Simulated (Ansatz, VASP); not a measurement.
# One calculation of SiO2, two programs

Contents of POSCAR:

```
SiO2
1.0
    4.9080000000      0.0000000000      0.0000000000
    0.0000000000      4.9080000000      0.0000000000
    0.0000000000      0.0000000000      6.7840000000
Si O
4 8
Direct
    0.3122958237      0.3122958237      0.0000000000
    0.1877041763      0.8122958237      0.2500000000
    0.6877041763      0.6877041763      0.5000000000
    0.8122958237      0.1877041763      0.7500000000
    0.2337000247      0.1301714344      0.1919950066
    0.3698285656      0.7337000247      0.4419950066
    0.7662999753      0.8698285656      0.6919950066
    0.6301714344      0.2662999753      0.9419950066
    0.7337000247      0.3698285656      0.5580049934
    0.8698285656      0.7662999753      0.3080049934
    0.2662999753      0.6301714344      0.0580049934
    0.1301714344      0.2337000247      0.8080049934
```

The input INCAR.step1:

```
SYSTEM = SiO2
PREC = Accurate
ENCUT = 520
ISMEAR = -1
SIGMA = 0.02
LREAL = .False.
LASPH = .True.
NELM = 80
NBANDS = 44
GGA = PE
ALGO = Normal
EDIFF = 1E-4
LWAVE = .True.
LCHARG = .False.
```

The input INCAR.step2:

```
SYSTEM = SiO2
PREC = Accurate
ENCUT = 520
EDIFF = 1E-8
ISMEAR = -1
SIGMA = 0.02
LREAL = .False.
LASPH = .True.
NELM = 80
ALGO = Normal
ISIF = 2
LWAVE = .False.
LCHARG = .False.
METAGGA = R2SCAN
LMIXTAU = .True.
LEFG = .True.
NBANDS = 44
ISTART = 1
```

File KPOINTS:

```
regular mesh
0
Gamma
  5 5 4
  0 0 0
```

Input for Ansatz:

```yaml
crystal:
  lattice:
    - [4.908, 0.0, 0.0]
    - [0.0, 4.908, 0.0]
    - [0.0, 0.0, 6.784]
  atoms:
    - { symbol: Si, position: [0.3122958237, 0.3122958237, 0.0] }
    - { symbol: Si, position: [0.1877041763, 0.8122958237, 0.25] }
    - { symbol: Si, position: [0.6877041763, 0.6877041763, 0.5] }
    - { symbol: Si, position: [0.8122958237, 0.1877041763, 0.75] }
    - { symbol: O, position: [0.2337000247, 0.1301714344, 0.1919950066] }
    - { symbol: O, position: [0.3698285656, 0.7337000247, 0.4419950066] }
    - { symbol: O, position: [0.7662999753, 0.8698285656, 0.6919950066] }
    - { symbol: O, position: [0.6301714344, 0.2662999753, 0.9419950066] }
    - { symbol: O, position: [0.7337000247, 0.3698285656, 0.5580049934] }
    - { symbol: O, position: [0.8698285656, 0.7662999753, 0.3080049934] }
    - { symbol: O, position: [0.2662999753, 0.6301714344, 0.0580049934] }
    - { symbol: O, position: [0.1301714344, 0.2337000247, 0.8080049934] }
kpoints:
  mp_grid: { grid: [5, 5, 4] }
scf:
  occupations: { method: fermi_dirac, width: 0.02 }
hamiltonian:
  xc: r2scan
  pseudopotentials: { kind: paw }
output:
  forces: true
  stress: true
  populations: true
  efg: { quadrupole_moments_barn: { O: -0.02558 }, contact_densities: true }
  write_density: true
  write_potential: true
  elf: true
  volumetric_format: npy
```

Alike in both runs: task electric field gradients; functional r2SCAN; k mesh 5 × 5 × 4; occupations fermi-dirac, width 0.02 eV; no spin polarisation.

```csv
,VASP,Ansatz
version,VASP 6.6.1,Ansatz 0.2.0
potentials or method,"VASP PAW PBE potentials, release 64 (Si, O)","plane-wave PAW, scalar-relativistic"
plane-wave cutoff (eV),520,500
valence electrons in the cell,64,64
```

```csv
,VASP,Ansatz,Ansatz less VASP
gap on the k mesh at the Fermi level (eV),6.34,6.34,-0.001
pressure (GPa),-2.6,-2.9,-0.22
"traceless stress, the component that is largest in VASP (GPa)",-0.44,-0.41,+0.029
rms of the force components (eV/Å),0.151,0.151,+0.0001
size of Vzz on the site where it differs most (V/Å²),86.0,90.4,+4.38
```

VASP's potentials were made for PBE, not for r2SCAN. Atom by atom the forces differ by 0.010 eV/Å (rms over components). With one functional, cell and mesh, what is left measures potentials, basis and numerics.
